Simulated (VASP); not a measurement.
BN: single point with PBE

The system is BN.

```
B N
1.0
     0.00000    1.80750    1.80750
     1.80750    0.00000    1.80750
     1.80750    1.80750    0.00000
B N
1 1
Cartesian
  0.0000 0.0000 0.0000
  2.7113 2.7113 2.7113
```

```
Program                : VASP 6.6.1
Task                   : single point
Functional             : PBE
Potentials or basis    : VASP PAW PBE potentials, release 64 (B, N)
Cutoff                 : 520 eV
k mesh                 : 13 × 13 × 13
Occupations            : fermi-dirac, width 0.03 eV
Spin                   : no spin polarisation
Dipole correction      : no
Further INCAR settings : ALGO = Normal; EDIFF = 1e-06; NBANDS = 11
```

| Property | Result |
| --- | --- |
| Pressure | 3.3 GPa |
| Band gap on the k mesh | 4.53 eV, indirect (least direct gap 8.82 eV) |

Levels at points of the mesh, in eV from the valence-band top:
```tsv
k point	band 1	band 2	band 3	band 4	band 5	band 6	band 7	band 8
(0.00, 0.00, 0.00)	-20.23	0.00	0.00	0.00	8.82	8.82	8.82	10.35
```

Run time: 5.1 s on 1 thread of Intel(R) Xeon(R) 6975P-C (Granite Rapids) (shared host), peak memory 0.12 GiB.

A k mesh can miss the band edges. A hybrid or GW would open this gap; PBE tends to underestimate it.
